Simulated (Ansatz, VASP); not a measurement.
Ru: VASP beside Ansatz

```xyz
2
Lattice="2.7237 0.0000 0.0000 -1.3619 2.3588 0.0000 0.0000 0.0000 4.3103" Properties=species:S:1:pos:R:3 pbc="T T T"
Ru    1.3619    0.7863    3.2327
Ru    0.0000    1.5725    1.0776
```

Alike in both runs: task single point; functional BHLYP; k mesh 6 × 6 × 3; occupations fermi-dirac, width 0.05 eV; no spin polarisation.

```csv
,VASP,Ansatz
version,VASP 6.6.1,Ansatz 0.2.0
potentials or method,"VASP PAW PBE potentials, release 64 (Ru_pv)",Ansatz PAW
plane-wave cutoff (eV),520,420
valence electrons in the cell,28,32
```

|  | VASP | Ansatz | Ansatz less VASP |
| --- | --- | --- | --- |
| gap on the k mesh at the Fermi level (eV) | none | none | - |
| pressure (GPa) | -13.4 | -14.2 | -0.77 |
| traceless stress, the component that is largest in VASP (GPa) | -7.47 | -6.46 | +1.004 |

VASP's potentials were made for PBE, not for BHLYP. A gap of «none» marks a metal or a gap that the smearing closes. VASP's potentials hold 28 valence electrons a cell and Ansatz's 32, so a difference there can come from the potentials and not from the codes.

The k mesh is coarse, so the values compare programs but aren't converged.
